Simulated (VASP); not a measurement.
A run of VASP 6.6.1:

Contents of POSCAR:

```
C
1.0
    0.0000000000      1.7801243542      1.7801243542
    1.7801243542      0.0000000000      1.7801243542
    1.7801243542      1.7801243542      0.0000000000
C
2
Direct
    0.0000000000      0.0000000000      0.0000000000
    0.2500000000      0.2500000000      0.2500000000
```

The input INCAR.step1:

```
PREC = Accurate
ENCUT = 520
EDIFF = 1E-5
ISMEAR = 0
SIGMA = 0.01
LREAL = F
LASPH = T
NELM = 100
ALGO = Normal
ISIF = 2
LWAVE = T
LCHARG = F
GGA = PE
NBANDS = 11
```

The input INCAR.step2:

```
PREC = Accurate
ENCUT = 520
EDIFF = 1E-7
ISMEAR = 0
SIGMA = 0.01
LREAL = F
LASPH = T
NELM = 100
ALGO = Normal
ISIF = 2
LWAVE = F
LCHARG = F
GGA = PE
LHFCALC = T
HFSCREEN = 0.2079
PRECFOCK = Normal
ISTART = 1
NBANDS = 11
```

File KPOINTS:

```
regular mesh
0
Gamma
  8 8 8
```

Potentials or basis: VASP PAW PBE potentials, release 64 (C).

Command:

```sh
$ cat potpaw_PBE.64/C/POTCAR > POTCAR
$ cp INCAR.step1 INCAR
$ mpirun -np 1 vasp_std > vasp.out
$ cp INCAR.step2 INCAR
$ mpirun -np 1 vasp_std > vasp.out
```

Hardware: 1 thread of Intel(R) Xeon(R) Platinum 8259CL CPU @ 2.50GHz (Skylake/Cascade Lake), with other jobs on the host.

**Question.** Estimate the wall time of this run.

**Answer.** Run time: 13 min on 1 thread of Intel(R) Xeon(R) Platinum 8259CL CPU @ 2.50GHz (Skylake/Cascade Lake), on a shared host, peak memory 0.22 GiB. Counts: k points 29.
